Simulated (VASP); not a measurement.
Wanted: the native input for a VASP 6.6.1 run.

- Task: single point
- Functional: PBEsol
- Potentials or basis: VASP PAW PBE potentials, release 64 (Tc_pv)
- Cutoff: 520 eV
- k mesh: 8 × 8 × 8
- Occupations: methfessel-paxton, width 0.1 eV
- Spin: no spin polarisation
- Dipole correction: no
- Further INCAR settings: ALGO = Normal; EDIFF = 1e-06; NBANDS = 12

The structure of Tc lies in POSCAR:

```
Tc
1.0
   -1.9387880000      1.9387880000      3.9682870000
    1.9387880000     -1.9387880000      3.9682870000
    1.9387880000      1.9387880000     -3.9682870000
Tc
1
Direct
    0.0000000000      0.0000000000      0.0000000000
```

The input as run:

INCAR

```
  ALGO = Normal
  EDIFF = 1E-6
  ENCUT = 520
  GGA = PS
  ISIF = 2
  ISMEAR = 1
  LASPH = True
  LCHARG = True
  LELF = True
  LREAL = False
  LVHAR = True
  LWAVE = False
  NBANDS = 12
  NELM = 80
  PREC = Accurate
  SIGMA = 0.1
```

KPOINTS

```
k-points
0
Gamma
  8 8 8
```

Potentials or basis: VASP PAW PBE potentials, release 64 (Tc_pv).

Command:

```console
$ cat potpaw_PBE.64/Tc_pv/POTCAR > POTCAR
$ mpirun -np 1 vasp_std > vasp.out
```

It gave:

* Pressure: -11.7 GPa

Caveat: the PAW data sets were made with another functional, which shifts forces and pressure a little.

It took 24 s on 1 thread of Intel(R) Xeon(R) Platinum 8559C (Emerald Rapids), with other jobs on the host, peak memory 0.22 GiB.
